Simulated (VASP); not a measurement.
# TaF3 (Pm-3m) in VASP: single point with r2SCAN

Aim: the single point of TaF3 with r2SCAN.

Everything below comes from runs of VASP 6.6.1. Logs are shortened: lines on timing, memory, paths and dates and some standing lists are left out, and cuts for length are marked.

## (1) The cell of the first run

It takes space group Pm-3m (No. 221, cubic). Conventional cell: a = 3.933 Å, b = 3.933 Å, c = 3.933 Å, α = 90.00°, β = 90.00°, γ = 90.00°. Within 2.6 Å of Ta (site symmetry m-3m) lie 6 F at 1.97 Å. F (site symmetry 4/mmm) has 2 Ta at 1.97 Å within 2.6 Å.

## (2) Single point, r2SCAN

POSCAR reads:

```
TaF3
1.0
    3.9332545000      0.0000000000      0.0000000000
    0.0000000000      3.9332545000      0.0000000000
    0.0000000000      0.0000000000      3.9332545000
Ta F
1 3
Direct
    0.0000000000      0.0000000000      0.0000000000
    0.5000000000      0.0000000000      0.0000000000
    0.0000000000      0.5000000000      0.0000000000
    0.0000000000      0.0000000000      0.5000000000
```

INCAR.step1 reads:

```
PREC     = Accurate       # precision mode
ENCUT    = 520            # plane-wave cutoff, eV
ISMEAR   = -1             # smearing method
SIGMA    = 0.0573         # smearing width, eV
LREAL    = False          # projectors in reciprocal space
LASPH    = True           # aspherical terms in the spheres
NELM     = 100            # most SCF steps
NBANDS   = 24             # bands
GGA      = PE             # functional
ALGO     = Normal         # electronic algorithm
EDIFF    = 1E-4           # SCF threshold, eV
LWAVE    = True           # write WAVECAR
LCHARG   = False          # write CHGCAR
```

INCAR.step2 reads:

```
PREC     = Accurate       # precision mode
ENCUT    = 520            # plane-wave cutoff, eV
EDIFF    = 1E-7           # SCF threshold, eV
ISMEAR   = -1             # smearing method
SIGMA    = 0.0573         # smearing width, eV
LREAL    = False          # projectors in reciprocal space
LASPH    = True           # aspherical terms in the spheres
NELM     = 100            # most SCF steps
ALGO     = Normal         # electronic algorithm
ISIF     = 2              # what is computed and relaxed
LWAVE    = False          # write WAVECAR
LCHARG   = False          # write CHGCAR
METAGGA  = R2SCAN         # meta-GGA
LMIXTAU  = True         
NBANDS   = 24             # bands
ISTART   = 1
```

KPOINTS reads:

```
Automatic mesh
0
Gamma
  9 9 9
```

Potentials or basis: VASP PAW PBE potentials, release 64 (Ta_pv, F).

Command:

```console
$ cat potpaw_PBE.64/Ta_pv/POTCAR potpaw_PBE.64/F/POTCAR > POTCAR
$ cp INCAR.step1 INCAR
$ mpirun -np 1 vasp_std > vasp.out
$ cp INCAR.step2 INCAR
$ mpirun -np 1 vasp_std > vasp.out
```

OUTCAR:

```text
PREC = Accurate
   ENCUT = 520
   EDIFF = 1E-7
   ISMEAR = -1
   LREAL = False
   LASPH = True
   NELM = 100
   ISIF = 2
   METAGGA = R2SCAN
   ISTART = 1

 ion  position               nearest neighbor table
   1  0.000  0.000  0.000-   2 1.97   3 1.97   4 1.97   4 1.97   3 1.97   2 1.97
   2  0.500  0.000  0.000-   1 1.97   1 1.97
   3  0.000  0.500  0.000-   1 1.97   1 1.97
   4  0.000  0.000  0.500-   1 1.97   1 1.97

  LATTYP: Found a simple cubic cell.
 ALAT       =     3.9332545000

  Lattice vectors:

 A1 = (   3.9332545000,   0.0000000000,   0.0000000000)
 A2 = (   0.0000000000,   3.9332545000,   0.0000000000)
 A3 = (   0.0000000000,   0.0000000000,   3.9332545000)

Analysis of symmetry for initial positions (statically):
=====================================================================
 Subroutine PRICEL returns:
 Original cell was already a primitive cell.

 Routine SETGRP: Setting up the symmetry group for a
 simple cubic supercell.

 Subroutine GETGRP returns: Found 48 space group operations
 (whereof 48 operations were pure point group operations)
 out of a pool of 48 trial point group operations.

The static configuration has the point symmetry O_h .

Analysis of symmetry for dynamics (positions and initial velocities):
=====================================================================
 Subroutine PRICEL returns:
 Original cell was already a primitive cell.

 Routine SETGRP: Setting up the symmetry group for a
 simple cubic supercell.

 Subroutine GETGRP returns: Found 48 space group operations
 (whereof 48 operations were pure point group operations)
 out of a pool of 48 trial point group operations.

The dynamic configuration has the point symmetry O_h .

 Subroutine INISYM returns: Found 48 space group operations
 (whereof 48 operations are pure point group operations),
 and found     1 'primitive' translations

----------------------------------------------------------------------------------------

                                     Primitive cell

  volume of cell :      60.8494

  direct lattice vectors                    reciprocal lattice vectors
     3.933254500  0.000000000  0.000000000     0.254242384  0.000000000  0.000000000
     0.000000000  3.933254500  0.000000000     0.000000000  0.254242384  0.000000000
     0.000000000  0.000000000  3.933254500     0.000000000  0.000000000  0.254242384

  length of vectors
     3.933254500  3.933254500  3.933254500     0.254242384  0.254242384  0.254242384

  position of ions in fractional coordinates (direct lattice)
     0.000000000  0.000000000  0.000000000
     0.500000000  0.000000000  0.000000000
     0.000000000  0.500000000  0.000000000
     0.000000000  0.000000000  0.500000000

  ion indices of the primitive-cell ions
   primitive index   ion index
                 1           1
                 2           2
                 3           3
                 4           4

----------------------------------------------------------------------------------------

 KPOINTS: Automatic mesh

Automatic generation of k-mesh.
 Grid dimensions read from file:
 generate k-points for:    9    9    9

 Generating k-lattice:

  Cartesian coordinates                     Fractional coordinates (reciprocal lattice)
     0.028249154  0.000000000  0.000000000     0.111111111  0.000000000  0.000000000
     0.000000000  0.028249154  0.000000000     0.000000000  0.111111111  0.000000000
     0.000000000  0.000000000  0.028249154     0.000000000  0.000000000  0.111111111

  Length of vectors
     0.028249154  0.028249154  0.028249154

  Shift w.r.t. Gamma in fractional coordinates (k-lattice)
     0.000000000  0.000000000  0.000000000

 Subroutine IBZKPT returns following result:
 ===========================================

 Found     35 irreducible k-points:

 Following reciprocal coordinates:
            Coordinates               Weight
  0.000000  0.000000  0.000000      1.000000
  0.111111  0.000000  0.000000      6.000000
  0.222222  0.000000  0.000000      6.000000
  0.333333  0.000000  0.000000      6.000000
  0.444444  0.000000  0.000000      6.000000
  0.111111  0.111111  0.000000     12.000000
[... 16 lines left out ...]
  0.333333  0.333333  0.111111     24.000000
  0.444444  0.333333  0.111111     48.000000
 [... further k-points ...]
   k-points           NKPTS =     35   k-points in BZ     NKDIM =     35   number of bands    NBANDS=     24
   number of dos      NEDOS =    301   number of ions     NIONS =      4
   total plane-waves  NPLWV =  27000
   dimension x,y,z NGX =    30 NGY =   30 NGZ =   30
   dimension x,y,z NGXF=    60 NGYF=   60 NGZF=   60
   ions per type =               1   3
   NGX,Y,Z   is equivalent  to a cutoff of  12.68, 12.68, 12.68 a.u.
   NGXF,Y,Z  is equivalent  to a cutoff of  25.36, 25.36, 25.36 a.u.
 SYSTEM =  unknown system
   PREC   = accura    normal or accurate (medium, high low for compatibility)
   ISTART =      1    job   : 0-new  1-cont  2-samecut
   ICHARG =      0    charge: 1-file 2-atom 10-const
   ISPIN  =      1    spin polarized calculation?
   LNONCOLLINEAR =      F non collinear calculations
   LSORBIT =      F    spin-orbit coupling
   LASPH  =      T    aspherical Exc in radial PAW
   ENCUT  =  520.0 eV  38.22 Ry    6.18 a.u.   7.31  7.31  7.31*2*pi/ulx,y,z
   NELM   =    100;   NELMIN=  2; NELMDL=  0     # of ELM steps
   EDIFF  = 0.1E-06   stopping-criterion for ELM
   LREAL  =      F    real-space projection
   EDIFFG = 0.1E-05   stopping-criterion for IOM
   NSW    =      0    number of steps for IOM
   IBRION =     -1    ionic relax: 0-MD 1-quasi-New 2-CG
   NFREE  =      0    steps in history (QN), initial steepest desc. (CG)
   ISIF   =      2    stress and relaxation
   ISYM   =      2    0-nonsym 1-usesym 2-fastsym
   POTIM  = 0.5000    time-step for ionic-motion
   TEBEG  =    0.0;   TEEND  =   0.0 temperature during run
   PSTRESS=    0.0 pullay stress
   NELECT =      32.0000    total number of electrons
   NUPDOWN=      -1.0000    fix difference up-down
   EMIN   =  10.00;   EMAX   =-10.00  energy-range for DOS
   EFERMI =   0.00;   METHOD = LEGACY
   ISMEAR =    -1;   SIGMA  =   0.06  broadening in eV -4-tet -1-fermi 0-gaus
   EFERMI_NEDOS =   21; number of points for ismear=-14 and -15
   IALGO  =     38    algorithm
   IMIX   =      4    mixing-type and parameters
     AMIX     =   0.40;   BMIX     =  1.00
     AMIX_MAG =   1.60;   BMIX_MAG =  1.00
  volume/ion in A,a.u.               =      15.21       102.66
  Fermi-wavevector in a.u.,A,eV,Ry     =   1.321416  2.497113 23.757667  1.746139
  Thomas-Fermi vector in A             =   2.451171
   LORBIT       =      0    0 simple, 1 ext, 2 COOP (PROOUT), +10 PAW based schemes
   METAGGA = R2SCAN    functional components
   LHFCALC =     F    Hartree Fock is set to
   AEXX    =    0.0000 exact exchange contribution
   IVDW    =     0    specifies the selected vdW correction
   LEPSILON=     F    determine dielectric tensor
   LRPA    =     F    only Hartree local field effects (RPA)
 non-spin polarized calculation
  energy-cutoff  :      520.00
  volume of cell :       60.85
 maximum number of plane-waves:      1662
 NGX is ok and might be reduce to    30
   NGX = 15   NGY = 15   NGZ = 15

 number of electron      31.9999974 magnetization

 Free energy of the ion-electron system (eV)
  ---------------------------------------------------
  ext. energy  EPLUGINS =         0.00000000
  ---------------------------------------------------
  free energy    TOTEN  =       -67.71276211 eV

  energy without entropy =      -67.67573968  energy(sigma->0) =      -67.69425089

 E-fermi :   4.7124     XC(G=0):  -9.5079

 val. band max:        4.6915168589   @ k =   0.3333   0.3333   0.0000
 cond. band min:       4.7259247809   @ k =   0.3333   0.3333   0.0000
 fundamental gap:      0.0344079220
 Fermi energy:         4.7123502602

 k-point     1 :       0.0000    0.0000    0.0000
  band No.  band energies     occupation
      1     -33.7022      2.00000
      2     -33.7022      2.00000
      3     -33.7022      2.00000
      4     -25.9046      2.00000
      5     -25.6075      2.00000
      6     -25.6075      2.00000
[... 16 lines left out ...]
     23      13.4756      0.00000
     24      13.6347      0.00000

 k-point     2 :       0.1111    0.0000    0.0000
  band No.  band energies     occupation
      1     -33.7504      2.00000
      2     -33.7016      2.00000
      3     -33.7016      2.00000
      4     -25.8647      2.00000
      5     -25.6072      2.00000
      6     -25.5138      2.00000
[... 16 lines left out ...]
     23      13.5856      0.00000
     24      13.6737      0.00000

 k-point     3 :       0.2222    0.0000    0.0000
  band No.  band energies     occupation
      1     -33.8677      2.00000
      2     -33.7000      2.00000
      3     -33.7000      2.00000
      4     -25.8228      2.00000
      5     -25.6055      2.00000
      6     -25.2139      2.00000
[... 16 lines left out ...]
     23      13.7628      0.00000
     24      13.8817      0.00000

 k-point     4 :       0.3333    0.0000    0.0000
  band No.  band energies     occupation
      1     -33.9940      2.00000
      2     -33.6982      2.00000
      3     -33.6982      2.00000
      4     -25.8058      2.00000
      5     -25.6038      2.00000
      6     -24.8345      2.00000
[... 16 lines left out ...]
     23      13.7755      0.00000
     24      14.2567      0.00000

 k-point     5 :       0.4444    0.0000    0.0000
  band No.  band energies     occupation
      1     -34.0726      2.00000
      2     -33.6970      2.00000
      3     -33.6970      2.00000
      4     -25.7996      2.00000
      5     -25.6022      2.00000
      6     -24.5754      2.00000
[... 451 lines left out ...]
 k-point    22 :       0.4444    0.2222    0.1111
  band No.  band energies     occupation
      1     -34.0695      2.00000
      2     -33.8616      2.00000
      3     -33.7429      2.00000
      4     -25.5804      2.00000
      5     -25.2130      2.00000
      6     -24.5724      2.00000
[... 16 lines left out ...]
     23      12.6599      0.00000
     24      13.7754      0.00000

 k-point    23 :       0.3333    0.3333    0.1111
  band No.  band energies     occupation
      1     -33.9895      2.00000
      2     -33.9883      2.00000
      3     -33.7423      2.00000
      4     -25.5710      2.00000
      5     -24.8546      2.00000
      6     -24.8085      2.00000
[... 16 lines left out ...]
     23      11.4317      0.00000
     24      13.7298      0.00000

 k-point    24 :       0.4444    0.3333    0.1111
  band No.  band energies     occupation
      1     -34.0675      2.00000
      2     -33.9876      2.00000
      3     -33.7411      2.00000
      4     -25.5667      2.00000
      5     -24.8307      2.00000
      6     -24.5706      2.00000
[... 16 lines left out ...]
     23      11.6800      0.00000
     24      13.4865      0.00000

 [... further k-points ...]

------------------------ aborting loop because EDIFF is reached ----------------------------------------

  FORCE on cell =-STRESS in cart. coord.  units (eV):
  Direction    XX          YY          ZZ          XY          YZ          ZX
  --------------------------------------------------------------------------------------
  -------------------------------------------------------------------------------------
  Total        6.8983100      6.8983100      6.8983100      0.0000000      0.0000000     -0.0000000
  in kB      181.6339988    181.6339988    181.6339988      0.0000000      0.0000000     -0.0000000
  external PRESSURE =     181.6339988 kB  Pullay stress =       0.0000000 kB

 VOLUME and BASIS-vectors are now :
 -----------------------------------------------------------------------------
  energy-cutoff  :      520.00
  volume of cell :       60.85
      direct lattice vectors                 reciprocal lattice vectors
     3.933254500  0.000000000  0.000000000     0.254242384  0.000000000  0.000000000
     0.000000000  3.933254500  0.000000000     0.000000000  0.254242384  0.000000000
     0.000000000  0.000000000  3.933254500     0.000000000  0.000000000  0.254242384

 POSITION                                       TOTAL-FORCE (eV/Angst)
 -----------------------------------------------------------------------------------
      0.00000      0.00000      0.00000         0.000000      0.000000      0.000000
      1.96663      0.00000      0.00000         0.000000      0.000000      0.000000
      0.00000      1.96663      0.00000         0.000000      0.000000      0.000000
      0.00000      0.00000      1.96663         0.000000      0.000000      0.000000
 -----------------------------------------------------------------------------------
    total drift:                                0.000000      0.000000      0.000000

  FREE ENERGIE OF THE ION-ELECTRON SYSTEM (eV)
  ---------------------------------------------------
  free  energy   TOTEN  =       -67.7127621065 eV

  energy  without entropy=      -67.6757396774  energy(sigma->0) =      -67.69425089
```

It took 2 min on 1 thread of Intel Xeon 6975P-C (Granite Rapids), shared host; peak memory 0.19 GiB.

Results:

* Free energy: -67.7128 eV
* Pressure: 18.2 GPa
* Band gap on the k mesh: zero (band 16 reaches 6.28 eV, above the bottom of band 17 at 3.50 eV)

Caveat: the PAW data sets were made with another functional, which shifts forces and pressure a little; spin-orbit coupling is left out, which moves the levels of the heavy elements.
